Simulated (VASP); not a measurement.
A run of VASP 6.6.1 is set up as follows.

The input POSCAR:

```
Sb
1.0
    3.1600000000      0.0000000000      0.0000000000
    0.0000000000      3.1600000000      0.0000000000
    0.0000000000      0.0000000000      3.1600000000
Sb
1
Direct
    0.0000000000      0.0000000000      0.0000000000
```

INCAR.step1

```
  ALGO = Normal
  EDIFF = 1E-5
  ENCUT = 550
  GGA = PE
  GGA_COMPAT = F
  ISMEAR = -1
  LASPH = T
  LCHARG = F
  LREAL = F
  LWAVE = T
  NBANDS = 8
  NELM = 120
  PREC = Accurate
  SIGMA = 0.01
```

File INCAR.step2:

```
  ALGO = Normal
  EDIFF = 1E-6
  ENCUT = 550
  GGA_COMPAT = F
  ISIF = 2
  ISMEAR = -1
  ISTART = 1
  IVDW = 13
  LASPH = T
  LCHARG = T
  LELF = T
  LMIXTAU = T
  LREAL = F
  LVHAR = T
  LWAVE = F
  METAGGA = R2SCAN
  NBANDS = 8
  NELM = 120
  PREC = Accurate
  SIGMA = 0.01
  VDW_A1 = 0.51559235
  VDW_A2 = 5.77342911
  VDW_S6 = 1.0
  VDW_S8 = 0.6018749
```

Contents of KPOINTS:

```
k-points
0
Gamma
  8 8 8
```

Potentials or basis: VASP PAW PBE potentials, release 64 (Sb).

The run is started by

```bash
$ cat potpaw_PBE.64/Sb/POTCAR > POTCAR
$ cp INCAR.step1 INCAR
$ mpirun -np 1 vasp_std > vasp.out
$ cp INCAR.step2 INCAR
$ mpirun -np 1 vasp_std > vasp.out
```

(1) Estimate the dispersion energy per atom.

(2) Estimate the pressure.

(3) Estimate the band gap on the k mesh.

## Answers

(1) -0.163 eV.

(2) -4.1 GPa.

(3) zero (an odd number of electrons rules out a gap without spin polarisation).

Caveat: the cell stands under tension; the PAW data sets were made with another functional, which shifts forces and pressure a little; spin-orbit coupling is left out, which moves the levels of the heavy elements; an odd number of electrons without spin polarisation forces a metal; a magnetic or distorted state may lie lower.
